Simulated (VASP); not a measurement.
The system is CoO.

```
CELL_PARAMETERS angstrom
1.50547 0.86918 2.43993
-1.50547 0.86918 2.43993
0.00000 -1.73837 2.43993
ATOMIC_POSITIONS crystal
Co 0.00000 0.00000 0.00000
O 0.50000 0.50000 0.50000
```

Base run:

```yaml
Program: VASP 6.6.1
Functional: PBE
Potentials_or_basis: VASP PAW PBE potentials, release 64 (Co, O)
Cutoff: 520 eV
k_mesh: 9 × 9 × 9
Occupations: fermi-dirac, width 0.05 eV
Spin: collinear spin, ferromagnetic start
Starting_moments: "[4.0, 0.0] μB"
Fixed_moment: 4 μB
```

Its results: pressure 24.5 GPa; site moments Co +3.08; O +0.66 μB.

**Question.** After a change of settings the same cell gave: pressure -11.1 GPa; site moments Co +1.47; O +0.01 μB. Which change was it?
A. fixed moment from 4 μB to 2.5 μB; moments at the start from [4.0, 0.0] to [2.5, 0.0]
B. potentials or basis from VASP PAW PBE potentials, release 64 (Co, O) to VASP PAW PBE potentials, release 64 (Co_sv, O); cutoff from 520 eV to 600 eV; further incar settings from ALGO = Normal; EDIFF = 1e-07; NBANDS = 18 to ALGO = Normal; EDIFF = 1e-06; NBANDS = 22; valence electrons from 15 to 23
C. fixed moment from 4 μB to 1.5 μB; moments at the start from [4.0, 0.0] to [1.5, 0.0]

**Answer.** C.

Caveats: the total moment is fixed, so each spin has its own Fermi level; a cell with one magnetic atom can't hold antiferromagnetic order, which such compounds often take.
